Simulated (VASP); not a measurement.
Here is a VASP 6.6.1 calculation.

INCAR

```
ALGO = Normal
EDIFF = 1E-6
EDIFFG = -0.005
ENCUT = 600
GGA = PE
IBRION = 2
ISIF = 3
ISMEAR = -1
LASPH = T
LCHARG = F
LREAL = F
LWAVE = F
NELM = 80
NSW = 60
PREC = Accurate
PSTRESS = 220.0
SIGMA = 0.08
```

The input KPOINTS:

```
k-points
0
Gamma
  14 14 8
```

POSCAR

```
Sb
1.0
    3.1525051761      0.0000000000      0.0000000000
   -1.5762525880      2.7301495681      0.0000000000
    0.0000000000      0.0000000000      5.1070583853
Sb
2
Direct
    0.3333333333      0.6666666667      0.2500000000
    0.6666666667      0.3333333333      0.7500000000
```

Potentials or basis: VASP PAW PBE potentials, release 64 (Sb).

Run with:

```sh
$ cat potpaw_PBE.64/Sb/POTCAR > POTCAR
$ mpirun -np 1 vasp_std > vasp.out
```

Q: Predict the space group after relaxing (to 0.05 Å).

A: P6_3/mmc (No. 194).

Q: Estimate the relaxed cell.

A: a = 3.140 Å, b = 3.140 Å, c = 5.142 Å, α = 90.00°, β = 90.00°, γ = 120.00°.

Q: Predict the band gap on the k mesh.

A: Zero (band 5 reaches 17.17 eV, above the bottom of band 6 at 7.65 eV).

Q: What does it give for the relaxed volume?

A: 21.95 Å³/atom.

Step by step:
```
step  energy change (eV)  largest force (eV/Å)  pressure (GPa)  volume (Å³)
   1              0.0000                0.0000           21.81        43.96
   2              0.0225                0.0000           22.40        43.79
   3              0.0235                0.0000           22.41        43.78
   4             -0.0083                0.0000           21.63        44.01
   5              0.0069                0.0000           22.01        43.90
```

Caveat: the cell is relaxed towards a set pressure, so the enthalpy falls and the energy may rise; spin-orbit coupling is left out, which moves the levels of the heavy elements.
